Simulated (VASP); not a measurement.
Runs of VASP 6.6.1 on C. The structure is that of space group P6_522 (No. 179), or close to it. The cells are those of the table. 

```csv
task,cell,k mesh,cutoff (eV),smearing,gap on the mesh (eV),pressure (GPa),largest force (eV/Å)
relaxation of cell and atoms,"relaxed from a = 4.919, b = 4.919, c = 3.437 Å, angles 90.0, 90.0, 120.0°, 12 atoms",6 × 6 × 8,600,gaussian 0.02 eV,4.27,0.1,0.01
single point,"a = 4.836, b = 4.836, c = 3.286 Å, angles 90.0, 90.0, 120.0°, 12 atoms",6 × 6 × 6,520,gaussian 0.1 eV,4.68,(a),0.63
single point,"a = 4.919, b = 4.919, c = 3.437 Å, angles 90.0, 90.0, 120.0°, 12 atoms",6 × 6 × 6,520,gaussian 0.1 eV,4.35,0.7,0.01
relaxation of cell and atoms,"relaxed from a = 4.836, b = 4.836, c = 3.286 Å, angles 90.0, 90.0, 120.0°, 12 atoms",6 × 6 × 6,600,gaussian 0.1 eV,4.35,0.0,0.02
single point,"a = 4.919, b = 4.919, c = 3.437 Å, angles 90.0, 90.0, 120.0°, 12 atoms",6 × 6 × 8,520,gaussian 0.02 eV,4.27,(b),0.01
```

Alike in all rows: level PBE; potentials or basis VASP PAW PBE potentials, release 64 (C); no spin polarisation.

Task: Fill in the values left out.

Result: (a) 36.9; (b) 0.6.

Caveats: the relaxation stopped at its first step, so nothing moved (some runs).

A k mesh can miss the band edges.
